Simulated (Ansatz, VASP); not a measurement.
KBr in VASP and in Ansatz

The input INCAR:

```
SYSTEM = KBr
PREC = Accurate
ENCUT = 520
EDIFF = 1E-6
ISMEAR = 1
SIGMA = 0.01
LREAL = .False.
LASPH = .True.
NELM = 80
ALGO = Normal
ISIF = 2
LWAVE = .False.
LCHARG = .False.
GGA = PE
NBANDS = 15
```

The input KPOINTS:

```
regular mesh
0
Gamma
  4 4 4
  0 0 0
```

Contents of POSCAR:

```
KBr
1.0
   -0.0242900000      3.3333800000      3.3340700000
    3.3419900000     -0.0061400000      3.3159300000
    3.3214300000      3.2946800000      0.0144100000
K Br
1 1
Direct
    0.9705600000      0.0155700000      0.9679800000
    0.4990722409      0.4637495123      0.5167373238
```

Input for Ansatz:

```yaml
crystal:
  lattice:
    - [-0.02429, 3.33338, 3.33407]
    - [3.34199, -0.00614, 3.31593]
    - [3.32143, 3.29468, 0.01441]
  atoms:
    - { symbol: K, position: [0.97056, 0.01557, 0.96798] }
    - { symbol: Br, position: [0.4990722408927715, 0.46374951231515726, 0.5167373237639068] }
basis:
  ecutwfc: 540.0
  xc_grid: 2
kpoints:
  mp_grid:
    grid: [4, 4, 4]
hamiltonian:
  xc: pbe
scf:
  convergence:
    dr2_threshold: 1.0e-09
  occupations:
    method: cold
    width: 0.01
output:
  forces: true
  stress: true
```

Alike in both runs: task single point; functional PBE; k mesh 4 × 4 × 4; no spin polarisation.

|  | VASP | Ansatz |
| --- | --- | --- |
| version | VASP 6.6.1 | Ansatz 0.2.0 |
| potentials or method | VASP PAW PBE potentials, release 64 (K_sv, Br), cutoff 520 eV | plane waves, PAW |
| occupations | methfessel-paxton of order 1, width 0.01 eV | cold, width 0.01 eV |
| valence electrons in the cell | 16 | 16 |

VASP gave:

- pressure (GPa): 0.8
- traceless stress, the component that is largest in VASP (GPa): 0.92
- rms of the force components (eV/Å): 0.210

Task: What did Ansatz give for the same quantities?

Result: Pressure (GPa): 0.7; traceless stress, the component that is largest in VASP (GPa): 0.90; rms of the force components (eV/Å): 0.207.

Atom by atom the forces differ by 0.003 eV/Å (rms over components). Ansatz's warnings: stress scf threshold loose.
